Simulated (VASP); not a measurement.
# GaO3 (I4/mmm) in VASP: further runs

GaO3 is run at these levels: PBE; tasks: relaxation of cell and atoms, single point.

Program: VASP 6.6.1. These are calculated values, not measurements. Logs are shortened: lines on timing, memory, paths and dates and some standing lists are left out, and cuts for length are marked.

**1. The cell of the first run**

The structure is tetragonal, space group I4/mmm (No. 139). The conventional cell has a = 3.307 Å, b = 3.307 Å, c = 7.387 Å, α = 90.00°, β = 90.00°, γ = 90.00°. Ga (site symmetry 4/mmm) has 12 O at 2.34 to 2.48 Å within 3.1 Å. Within 3.1 Å of O (site symmetry 4/mmm) lie 4 Ga at 2.34 Å and 8 O at 2.48 Å. Within 3.1 Å of O (site symmetry -4m2) lie 8 O at 2.34 to 2.48 Å and 4 Ga at 2.48 Å.

**2. Relaxation of cell and atoms, PBE, collinear spin, ferromagnetic start**

INCAR

```
PREC = Accurate ; ENCUT = 600
EDIFF = 1E-6 ; ISMEAR = 0
SIGMA = 0.1 ; LREAL = F
LASPH = T ; NELM = 150
ALGO = Normal ; ISIF = 3
LWAVE = F ; LCHARG = F
ISPIN = 2 ; MAGMOM = 0 0.8 1.25 1.25
LORBIT = 11 ; GGA = PE
IBRION = 2 ; NSW = 90
EDIFFG = -0.04
```

KPOINTS

```
Automatic mesh
0
Gamma
  8 8 8
```

POSCAR

```
GaO3
1.0
   -1.6533842626      1.6533842626      3.6932739372
    1.6533842626     -1.6533842626      3.6932739372
    1.6533842626      1.6533842626     -3.6932739372
Ga O
1 3
Direct
    0.0000000000      0.0000000000      0.0000000000
    0.5000000000      0.5000000000      0.0000000000
    0.2500000000      0.7500000000      0.5000000000
    0.7500000000      0.2500000000      0.5000000000
```

Potentials or basis: VASP PAW PBE potentials, release 64 (Ga_d, O).

On the command line:

```sh
> cat potpaw_PBE.64/Ga_d/POTCAR potpaw_PBE.64/O/POTCAR > POTCAR
> mpirun -np 1 vasp_std > vasp.out
```

OUTCAR:

```text
PREC = Accurate
   ENCUT = 600
   EDIFF = 1E-6
   ISMEAR = 0
   LREAL = F
   LASPH = T
   NELM = 150
   ISIF = 3
   ISPIN = 2
   LORBIT = 11
   GGA = PE
   IBRION = 2
   NSW = 90
   EDIFFG = -0.04

 ion  position               nearest neighbor table
   1  0.000  0.000  0.000-   2 2.34   2 2.34   2 2.34   2 2.34
   2  0.500  0.500  0.000-   1 2.34   1 2.34   1 2.34   1 2.34
   3  0.250  0.750  0.500-
   4  0.750  0.250  0.500-

  LATTYP: Found a body centered tetragonal cell.
 ALAT       =     3.3067685252
 C/A-ratio  =     2.2337662337

  Lattice vectors:

 A1 = (  -1.6533842626,   1.6533842626,   3.6932739372)
 A2 = (   1.6533842626,  -1.6533842626,   3.6932739372)
 A3 = (   1.6533842626,   1.6533842626,  -3.6932739372)

Analysis of symmetry for initial positions (statically):
=====================================================================
 Subroutine PRICEL returns:
 Original cell was already a primitive cell.

 Routine SETGRP: Setting up the symmetry group for a
 body centered tetragonal supercell.

 Subroutine GETGRP returns: Found 16 space group operations
 (whereof 16 operations were pure point group operations)
 out of a pool of 16 trial point group operations.

The static configuration has the point symmetry D_4h.

Analysis of symmetry for dynamics (positions and initial velocities):
=====================================================================
 Subroutine PRICEL returns:
 Original cell was already a primitive cell.

 Routine SETGRP: Setting up the symmetry group for a
 body centered tetragonal supercell.

 Subroutine GETGRP returns: Found 16 space group operations
 (whereof 16 operations were pure point group operations)
 out of a pool of 16 trial point group operations.

The dynamic configuration has the point symmetry D_4h.

Analysis of structural, dynamic, and magnetic symmetry:
=====================================================================
 Subroutine PRICEL returns:
 Original cell was already a primitive cell.

 Routine SETGRP: Setting up the symmetry group for a
 body centered tetragonal supercell.

 Subroutine GETGRP returns: Found 16 space group operations
 (whereof 16 operations were pure point group operations)
 out of a pool of 16 trial point group operations.

The overall configuration has the point symmetry D_4h.

 Subroutine INISYM returns: Found 16 space group operations
 (whereof 16 operations are pure point group operations),
 and found     1 'primitive' translations

----------------------------------------------------------------------------------------

                                     Primitive cell

  volume of cell :      40.3849

  direct lattice vectors                    reciprocal lattice vectors
    -1.653384263  1.653384263  3.693273937     0.000000000  0.302410039  0.135381239
     1.653384263 -1.653384263  3.693273937     0.302410039  0.000000000  0.135381239
     1.653384263  1.653384263 -3.693273937     0.302410039  0.302410039  0.000000000

  length of vectors
     4.371227678  4.371227678  4.371227678     0.331330517  0.331330517  0.427672379

  position of ions in fractional coordinates (direct lattice)
     0.000000000  0.000000000  0.000000000
     0.500000000  0.500000000  0.000000000
     0.250000000  0.750000000  0.500000000
     0.750000000  0.250000000  0.500000000

  ion indices of the primitive-cell ions
   primitive index   ion index
                 1           1
                 2           2
                 3           3
                 4           4

----------------------------------------------------------------------------------------

 KPOINTS: Automatic mesh

Automatic generation of k-mesh.
 Grid dimensions read from file:
 generate k-points for:    8    8    8

 Generating k-lattice:

  Cartesian coordinates                     Fractional coordinates (reciprocal lattice)
     0.000000000  0.037801255  0.016922655     0.125000000  0.000000000  0.000000000
     0.037801255  0.000000000  0.016922655     0.000000000  0.125000000  0.000000000
     0.037801255  0.037801255  0.000000000     0.000000000  0.000000000  0.125000000

  Length of vectors
     0.041416315  0.041416315  0.053459047

  Shift w.r.t. Gamma in fractional coordinates (k-lattice)
     0.000000000  0.000000000  0.000000000

 Subroutine IBZKPT returns following result:
 ===========================================

 Found     59 irreducible k-points:

 Following reciprocal coordinates:
            Coordinates               Weight
  0.000000  0.000000  0.000000      1.000000
  0.125000 -0.000000  0.000000      8.000000
  0.250000 -0.000000  0.000000      8.000000
  0.375000  0.000000  0.000000      8.000000
  0.500000 -0.000000  0.000000      4.000000
  0.125000  0.125000  0.000000      8.000000
[... 16 lines left out ...]
  0.250000  0.125000  0.125000     16.000000
  0.375000  0.125000  0.125000      8.000000
 [... further k-points ...]
   k-points           NKPTS =     59   k-points in BZ     NKDIM =     59   number of bands    NBANDS=     21
   number of dos      NEDOS =    301   number of ions     NIONS =      4
   total plane-waves  NPLWV =  46656
   dimension x,y,z NGX =    36 NGY =   36 NGZ =   36
   dimension x,y,z NGXF=    72 NGYF=   72 NGZF=   72
   ions per type =               1   3
   NGX,Y,Z   is equivalent  to a cutoff of  13.69, 13.69, 13.69 a.u.
   NGXF,Y,Z  is equivalent  to a cutoff of  27.38, 27.38, 27.38 a.u.
 SYSTEM =  unknown system
   PREC   = accura    normal or accurate (medium, high low for compatibility)
   ISTART =      0    job   : 0-new  1-cont  2-samecut
   ICHARG =      2    charge: 1-file 2-atom 10-const
   ISPIN  =      2    spin polarized calculation?
   LNONCOLLINEAR =      F non collinear calculations
   LSORBIT =      F    spin-orbit coupling
   LASPH  =      T    aspherical Exc in radial PAW
   ENCUT  =  600.0 eV  44.10 Ry    6.64 a.u.   8.73  8.73  8.73*2*pi/ulx,y,z
   NELM   =    150;   NELMIN=  2; NELMDL= -5     # of ELM steps
   EDIFF  = 0.1E-05   stopping-criterion for ELM
   LREAL  =      F    real-space projection
   EDIFFG = -.4E-01   stopping-criterion for IOM
   NSW    =     90    number of steps for IOM
   IBRION =      2    ionic relax: 0-MD 1-quasi-New 2-CG
   NFREE  =      1    steps in history (QN), initial steepest desc. (CG)
   ISIF   =      3    stress and relaxation
   ISYM   =      2    0-nonsym 1-usesym 2-fastsym
   POTIM  = 0.5000    time-step for ionic-motion
   TEBEG  =    0.0;   TEEND  =   0.0 temperature during run
   PSTRESS=    0.0 pullay stress
   NELECT =      31.0000    total number of electrons
   NUPDOWN=      -1.0000    fix difference up-down
   EMIN   =  10.00;   EMAX   =-10.00  energy-range for DOS
   EFERMI =   0.00;   METHOD = LEGACY
   ISMEAR =     0;   SIGMA  =   0.10  broadening in eV -4-tet -1-fermi 0-gaus
   EFERMI_NEDOS =   21; number of points for ismear=-14 and -15
   IALGO  =     38    algorithm
   IMIX   =      4    mixing-type and parameters
     AMIX     =   0.40;   BMIX     =  1.00
     AMIX_MAG =   1.60;   BMIX_MAG =  1.00
  volume/ion in A,a.u.               =      10.10        68.13
  Fermi-wavevector in a.u.,A,eV,Ry     =   1.498956  2.832617 30.570530  2.246871
  Thomas-Fermi vector in A             =   2.610649
   LORBIT       =     11    0 simple, 1 ext, 2 COOP (PROOUT), +10 PAW based schemes
   GGA     = PE    functional components
   LHFCALC =     F    Hartree Fock is set to
   AEXX    =    0.0000 exact exchange contribution
   IVDW    =     0    specifies the selected vdW correction
   LEPSILON=     F    determine dielectric tensor
   LRPA    =     F    only Hartree local field effects (RPA)
 conjugate gradient relaxation of ions
 spin polarized calculation
 Gauss-broadening in eV      SIGMA  =   0.10
  energy-cutoff  :      600.00
  volume of cell :       40.38
 maximum number of plane-waves:      1371
   NGX = 17   NGY = 17   NGZ = 17

--------------------------------------- Ionic step        1  -------------------------------------------

 number of electron      31.0000005 magnetization       2.9309799

 Free energy of the ion-electron system (eV)
  ---------------------------------------------------
  ext. energy  EPLUGINS =         0.00000000
  ---------------------------------------------------
  free energy    TOTEN  =       -15.80247710 eV

  energy without entropy =      -15.79221527  energy(sigma->0) =      -15.79734619

------------------------ aborting loop because EDIFF is reached ----------------------------------------

  FORCE on cell =-STRESS in cart. coord.  units (eV):
  Direction    XX          YY          ZZ          XY          YZ          ZX
  --------------------------------------------------------------------------------------
  -------------------------------------------------------------------------------------
  Total       -2.5998864     -2.5998864     -2.6115184      0.0000000      0.0000000     -0.0000000
  in kB     -103.1444444   -103.1444444   -103.6059183      0.0000000      0.0000000     -0.0000000
  external PRESSURE =    -103.2982690 kB  Pullay stress =       0.0000000 kB
[... 95 lines left out ...]
  FREE ENERGIE OF THE ION-ELECTRON SYSTEM (eV)
  ---------------------------------------------------
  free  energy   TOTEN  =       -15.9877290050 eV

  energy  without entropy=      -15.9770600985  energy(sigma->0) =      -15.98239455

[... ionic steps 4 to 20 ...]

--------------------------------------- Ionic step       21  -------------------------------------------

 number of electron      31.0000003 magnetization      -0.0000001

 number of electron      31.0000003 magnetization       0.0000001
[... 77 lines left out ...]
 number of electron      31.0000015 magnetization      -0.0000001

 number of electron      31.0000015 magnetization       0.0000000

 Free energy of the ion-electron system (eV)
  ---------------------------------------------------
  ext. energy  EPLUGINS =         0.00000000
  ---------------------------------------------------
  free energy    TOTEN  =       -17.43398289 eV

  energy without entropy =      -17.43112819  energy(sigma->0) =      -17.43255554

 E-fermi :   5.3268     XC(G=0): -12.2798

 val. band max:        5.2581935156   @ k =  -0.2500   0.3750   0.2500
 cond. band min:       5.3705568073   @ k =   0.0000   0.0000   0.0000
 fundamental gap:      0.1123632917
 Fermi energy:         5.3267772683

 spin component 1

 k-point     1 :       0.0000    0.0000    0.0000
  band No.  band energies     occupation
      1     -16.0416      1.00000
      2     -14.4879      1.00000
      3     -10.3861      1.00000
      4     -10.0568      1.00000
      5     -10.0568      1.00000
      6     -10.0058      1.00000
[... 565 lines left out ...]
     20      14.2552      0.00000
     21      16.6877      0.00000

 [... further k-points ...]

 spin component 2

 k-point     1 :       0.0000    0.0000    0.0000
  band No.  band energies     occupation
      1     -16.0416      1.00000
      2     -14.4879      1.00000
      3     -10.3861      1.00000
      4     -10.0568      1.00000
      5     -10.0568      1.00000
      6     -10.0058      1.00000
[... 598 lines left out ...]
  FREE ENERGIE OF THE ION-ELECTRON SYSTEM (eV)
  ---------------------------------------------------
  free  energy   TOTEN  =       -17.4339828936 eV

  energy  without entropy=      -17.4311281912  energy(sigma->0) =      -17.43255554

 reached required accuracy - stopping structural energy minimisation

 total charge

# of ion       s       p       d       tot
------------------------------------------
    1        0.644   0.574  10.174  11.392
    2        1.565   3.506   0.000   5.071
    3        1.645   3.063   0.000   4.708
    4        1.645   3.063   0.000   4.708
--------------------------------------------------
tot          5.498  10.206  10.174  25.878

 magnetization (x)

# of ion       s       p       d       tot
------------------------------------------
    1       -0.000   0.000   0.000  -0.000
    2       -0.000  -0.000   0.000  -0.000
    3        0.000  -0.000   0.000   0.000
    4        0.000  -0.000   0.000   0.000
--------------------------------------------------
tot          0.000  -0.000   0.000  -0.000
```

Run time: 71 min. Hardware: 1 thread of Intel Xeon 8259CL, shared host; peak memory 0.32 GiB.

Results:

| Property | Result |
| --- | --- |
| Free energy | -17.4340 eV |
| Relaxed volume | 8.97 Å³/atom |
| Relaxed cell | a = 4.998 Å, b = 4.998 Å, c = 4.998 Å, α = 147.51°, β = 147.51°, γ = 46.61° |
| Space group after relaxing (to 0.1 Å) | I4/mmm (No. 139) |
| Energy gained by relaxing | 407.9 meV/atom |
| Ionic steps | 23 |
| Pressure after relaxing | -0.4 GPa |
| Net moment | 0.00 μB per cell |
| Valence electrons inside the program's atomic spheres | Ga 11.39; O 5.07, 4.71 (each value once) |

The path:
| step | energy change (eV) | largest force (eV/Å) | pressure (GPa) | volume (Å³) |
| --- | --- | --- | --- | --- |
| 1 | 0.0000 | 0.0000 | -10.33 | 40.38 |
| 2 | -0.1738 | 0.0000 | -3.90 | 36.70 |
| 3 | -0.1853 | 0.0000 | 1.10 | 35.45 |
| 4 | -0.3073 | 0.0000 | 8.26 | 33.73 |
| 5 | -0.1308 | 0.0000 | 54.70 | 28.61 |
| 6 | -0.3847 | 0.0000 | 16.93 | 32.15 |
| 7 | -0.3838 | 0.0000 | 25.93 | 31.07 |
| 8 | -0.4018 | 0.0000 | 26.95 | 30.96 |
| 9 | -0.4512 | 0.0000 | 30.35 | 30.61 |
| 10 | -0.5272 | 0.0000 | 38.47 | 29.87 |
| 11 | -0.3800 | 0.0000 | 64.30 | 28.30 |
| 12 | -0.5387 | 0.0000 | 43.99 | 29.46 |
| 13 | -0.7003 | 0.0000 | 41.68 | 29.72 |
| 14 | -1.0648 | 0.0000 | 37.68 | 30.42 |
| 15 | -0.8337 | 0.0000 | 42.51 | 31.57 |
| 16 | -1.1284 | 0.0000 | 37.55 | 30.89 |
| 17 | -1.3410 | 0.0000 | 26.76 | 31.91 |
| 18 | -1.6090 | 0.0000 | 4.35 | 34.79 |
| 19 | -1.6167 | 0.0000 | 1.29 | 35.33 |
| 20 | -1.6169 | 0.0000 | 0.55 | 35.45 |
| 21 | -1.6218 | 0.0000 | 0.35 | 35.53 |
| 22 | -1.6307 | 0.0000 | -0.10 | 35.78 |
| 23 | -1.6315 | 0.0000 | -0.39 | 35.89 |

Final structure:
```
CELL_PARAMETERS angstrom
-1.39811 1.39811 4.59039
1.39811 -1.39811 4.59039
1.39811 1.39811 -4.59039
ATOMIC_POSITIONS crystal
Ga 0.00000 0.00000 0.00000
O 0.50000 0.50000 0.00000
O 0.25000 0.75000 0.50000
O 0.75000 0.25000 0.50000
```

(Continued in part 2 of 2.)
